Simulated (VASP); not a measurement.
Here is a VASP 6.6.1 calculation.

Contents of INCAR:

```
PREC     = Accurate       # precision mode
ENCUT    = 520            # plane-wave cutoff, eV
EDIFF    = 1E-6           # SCF threshold, eV
ISMEAR   = 1              # smearing method
SIGMA    = 0.1            # smearing width, eV
LREAL    = Auto         
LASPH    = True           # aspherical terms in the spheres
NELM     = 120            # most SCF steps
ALGO     = Normal         # electronic algorithm
ISIF     = 2              # what is computed and relaxed
LWAVE    = False          # write WAVECAR
LCHARG   = False          # write CHGCAR
GGA      = PE             # functional
NBANDS   = 120            # bands
GGA_COMPAT= False
```

KPOINTS

```
regular mesh
0
Gamma
  1 1 1
```

Contents of POSCAR:

```
Al16Co16Si
1.0
    0.0000000000      5.7030923000      5.7030923000
    5.7030923000      0.0000000000      5.7030923000
    5.7030923000      5.7030923000      0.0000000000
Al Co Si
16 16 1
Direct
   -0.0075207144      0.0008196590      0.0074507552
    0.2610646256      0.2325485837      0.2754195221
   -0.0100713465      0.0057152505      0.5044828634
    0.2274958281      0.2325646933      0.7724339219
    0.0017687181      0.5008209847     -0.0018347885
    0.2432940623      0.7534103170      0.2514586714
   -0.0100902181      0.5014564070      0.5044826094
    0.2274809748      0.7691158652      0.7724505070
    0.4954494460     -0.0040841545      0.0100245108
    0.7595179964      0.2399000246      0.2404165470
    0.4925137634      0.0008288293      0.5074190245
    0.7484632252      0.2482340666      0.7566428635
    0.4954503405      0.5001937826      0.0100039717
    0.7595070513      0.7617243971      0.2404278185
    0.6099641479      0.5008077780      0.3899345825
    0.7245290091      0.7691049158      0.7388442879
    0.1237201433      0.1240514509      0.1333811676
    0.3741950495      0.3847602392      0.3958689033
    0.1165076506      0.1252204973      0.6346481848
    0.3792093100      0.3467107606      0.9289245748
    0.1237193154      0.6204165465      0.1333899334
    0.3741863325      0.8467440390      0.3958783242
    0.0710389268      0.6548990644      0.6207199687
    0.3652857360      0.8764457339      0.8834210270
    0.6234170906      0.1217133533      0.1347280024
    0.9158174381      0.3573605633      0.3710287799
    0.6040660918      0.1549013095      0.6257304038
    0.8665530665      0.3812184048      0.8762136762
    0.6289249972      0.6442838956      0.0840740760
    0.8652145208      0.8799211701      0.3765131569
    0.6040617105      0.6168737830      0.6257397959
    0.8665444743      0.8775913067      0.8762145016
    0.3461761389      0.5008306973      0.6537869852
```

Potentials or basis: VASP PAW PBE potentials, release 64 (Al, Co, Si).

Command:

```bash
$ cat potpaw_PBE.64/Al/POTCAR potpaw_PBE.64/Co/POTCAR potpaw_PBE.64/Si/POTCAR > POTCAR
$ mpirun -np 1 vasp_gam > vasp.out
```

(1) What does it give for the largest force?

(2) Estimate the pressure.

Results:

(1) 0.054 eV/Å.

(2) 9.5 GPa.

Caveat: the k points lie up to 0.95 Å⁻¹ apart, too coarse for converged energies, forces and pressures.
